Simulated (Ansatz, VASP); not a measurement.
## One calculation of Zn, two programs

INCAR

```
PREC     = Accurate       # precision mode
ENCUT    = 520            # plane-wave cutoff, eV
EDIFF    = 1E-7           # SCF threshold, eV
ISMEAR   = 0              # smearing method
SIGMA    = 0.15           # smearing width, eV
LREAL    = F              # projectors in reciprocal space
LASPH    = T              # aspherical terms in the spheres
NELM     = 60             # most SCF steps
ALGO     = Fast           # electronic algorithm
ISIF     = 2              # what is computed and relaxed
LWAVE    = F              # write WAVECAR
LCHARG   = T              # write CHGCAR
GGA      = PE             # functional
LELF     = T              # ELF
LVHAR    = T            
NBANDS   = 19             # bands
```

KPOINTS

```
Automatic mesh
0
Gamma
  24 24 10
```

POSCAR

```
Zn
1.0
    2.6647980532      0.0000000000      0.0000000000
   -1.3323990266      2.3077828100      0.0000000000
    0.0000000000      0.0000000000      4.7488320000
Zn
2
Direct
    0.3333333333      0.6666666667      0.2500000000
    0.6666666667      0.3333333333      0.7500000000
```

Input for Ansatz:

```yaml
crystal:
  lattice:
    - [2.6647980532, 0.0, 0.0]
    - [-1.3323990266, 2.30778281, 0.0]
    - [0.0, 0.0, 4.748832]
  atoms:
    - { symbol: Zn, position: [0.3333333333, 0.6666666667, 0.25] }
    - { symbol: Zn, position: [0.6666666667, 0.3333333333, 0.75] }
basis:
  ecutwfc: 420
kpoints:
  mp_grid: { grid: [24, 24, 10] }
hamiltonian:
  xc: pbe
scf:
  occupations: { method: gaussian, width: 0.15 }
output:
  forces: true
  stress: true
  eigenvalues: true
  write_density: true
  write_potential: true
  elf: true
  volumetric_format: npy
```

Change from the starting cell: strain +0.000 along x and y, -0.040 along z, atoms carried along.

Alike in both runs: task single point; functional PBE; k mesh 24 × 24 × 10; occupations gaussian, width 0.15 eV; no spin polarisation.

|  | VASP | Ansatz |
| --- | --- | --- |
| version | VASP 6.6.1 | Ansatz 0.2.0 |
| potentials or method | VASP PAW PBE potentials, release 64 (Zn), cutoff 520 eV | scalar-relativistic, plane waves, PAW |
| valence electrons in the cell | 24 | 24 |

Ansatz gave:

```
gap on the k mesh at the Fermi level (eV)                     : none
pressure (GPa)                                                : 2.2
traceless stress, the component that is largest in VASP (GPa) : 0.44
```

Question: What did VASP give for the same quantities?

Answer: gap on the k mesh at the Fermi level (eV): none; pressure (GPa): 2.6; traceless stress, the component that is largest in VASP (GPa): 0.34.

A gap of «none» marks a metal or a gap that the smearing closes. With one functional, cell and mesh, what is left measures potentials, basis and numerics.
